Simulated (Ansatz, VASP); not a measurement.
**Al2InN3 in VASP and in Ansatz**

File INCAR:

```
SYSTEM = Al2InN3
PREC     = Accurate       ! precision mode
ENCUT    = 600            ! plane-wave cutoff, eV
EDIFF    = 1E-7           ! SCF threshold, eV
ISMEAR   = 0              ! smearing method
SIGMA    = 0.02           ! smearing width, eV
LREAL    = .False.        ! projectors in reciprocal space
LASPH    = .True.         ! aspherical terms in the spheres
NELM     = 80             ! most SCF steps
ALGO     = Normal         ! electronic algorithm
ISIF     = 3              ! what is computed and relaxed
LWAVE    = .False.        ! write WAVECAR
LCHARG   = .False.        ! write CHGCAR
GGA      = PE             ! functional
IBRION   = 2              ! ionic algorithm
NSW      = 100            ! ionic steps
EDIFFG   = -0.01          ! ionic threshold
```

KPOINTS

```
Automatic mesh
0
Gamma
  12 12 2
  0 0 0
```

The input POSCAR:

```
Al2InN3
1.0
    3.0148202314      0.0000000000      0.0000000000
   -1.5074101157      2.6109109082      0.0000000000
    0.0000000000      0.0000000000     15.1744627321
Al In N
4 2 6
Direct
    0.3333333333      0.6666666667      0.9228259848
    0.6666666667      0.3333333333      0.4228259848
    0.6666666667      0.3333333333      0.0771740152
    0.3333333333      0.6666666667      0.5771740152
    0.0000000000      0.0000000000      0.2500000000
    0.0000000000      0.0000000000      0.7500000000
    0.0000000000      0.0000000000      0.5000000000
    0.0000000000      0.0000000000      0.0000000000
    0.3333333333      0.6666666667      0.3498248496
    0.6666666667      0.3333333333      0.8498248496
    0.6666666667      0.3333333333      0.6501751504
    0.3333333333      0.6666666667      0.1501751504
```

Input for Ansatz:

```yaml
crystal:
  lattice:
    - [3.0148202314, 0.0, 0.0]
    - [-1.5074101157, 2.6109109082, 0.0]
    - [0.0, 0.0, 15.1744627321]
  atoms:
    - { symbol: Al, position: [0.3333333333, 0.6666666667, 0.9228259848] }
    - { symbol: Al, position: [0.6666666667, 0.3333333333, 0.4228259848] }
    - { symbol: Al, position: [0.6666666667, 0.3333333333, 0.0771740152] }
    - { symbol: Al, position: [0.3333333333, 0.6666666667, 0.5771740152] }
    - { symbol: In, position: [0.0, 0.0, 0.25] }
    - { symbol: In, position: [0.0, 0.0, 0.75] }
    - { symbol: "N", position: [0.0, 0.0, 0.5] }
    - { symbol: "N", position: [0.0, 0.0, 0.0] }
    - { symbol: "N", position: [0.3333333333, 0.6666666667, 0.3498248496] }
    - { symbol: "N", position: [0.6666666667, 0.3333333333, 0.8498248496] }
    - { symbol: "N", position: [0.6666666667, 0.3333333333, 0.6501751504] }
    - { symbol: "N", position: [0.3333333333, 0.6666666667, 0.1501751504] }
basis:
  ecutwfc: 420
kpoints:
  mp_grid: { grid: [12, 12, 2] }
hamiltonian:
  xc: pbe
scf:
  occupations: { method: gaussian, width: 0.02 }
output:
  forces: true
  stress: true
  eigenvalues: true
relax:
  adjacent_minimum: "off"
  f_tol: 0.01
  max_steps: 80
  cell: { stress_tol: 0.05 }
```

Alike in both runs: task relaxation of cell and atoms; functional PBE; k mesh 12 × 12 × 2; occupations gaussian, width 0.02 eV; no spin polarisation.

|  | VASP | Ansatz |
| --- | --- | --- |
| version | VASP 6.6.1 | Ansatz 0.2.0 |
| potentials or method | VASP PAW PBE potentials, release 64 (Al, In_d, N), cutoff 600 eV | scalar-relativistic, plane waves, PAW |
| valence electrons in the cell | 68 | 68 |

```tsv
	VASP	Ansatz	Ansatz less VASP
gap on the k mesh at the Fermi level, each at its own relaxed structure (eV)	1.60	1.62	+0.020
relaxed volume (Å³/atom)	9.95	9.96	+0.006
relaxed cell length with the largest relative difference (Å)	3.015	3.015	+0.0006
```
